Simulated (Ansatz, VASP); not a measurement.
# One calculation of RbCaBr3, two programs

```xyz
5
Lattice="5.5646 0.0000 0.0000 0.0000 5.5646 0.0000 0.0000 0.0000 5.8227" Properties=species:S:1:pos:R:3 pbc="T T T"
Rb    2.7823    2.7823    2.9114
Ca    0.0000    0.0000    0.0000
Br    2.7823    0.0000    0.0000
Br    0.0000    2.7823    0.0000
Br    0.0000    0.0000    2.9114
```

Change from the starting cell: strain -0.030 along x and y, +0.015 along z, atoms carried along.

Alike in both runs: task single point; functional LDA; k mesh 4 × 4 × 4; occupations gaussian, width 0.05 eV; no spin polarisation.

```csv
,VASP,Ansatz
version,VASP 6.6.1,Ansatz 0.2.0
potentials or method,"VASP PAW LDA potentials, release 64 (Rb_sv, Ca_sv, Br), cutoff 520 eV","scalar-relativistic, plane waves, PAW"
valence electrons in the cell,40,40
```

|  | VASP | Ansatz | Ansatz less VASP |
| --- | --- | --- | --- |
| gap on the k mesh at the Fermi level (eV) | 3.71 | 3.70 | -0.011 |
| least direct gap on the mesh (eV) | 4.05 | 4.04 | -0.009 |
| pressure (GPa) | -1.5 | -1.6 | -0.08 |
| traceless stress, the component that is largest in VASP (GPa) | -1.06 | -1.04 | +0.022 |

LDA's correlation is that of Perdew and Zunger in VASP and of Perdew and Wang (1992) in Ansatz.
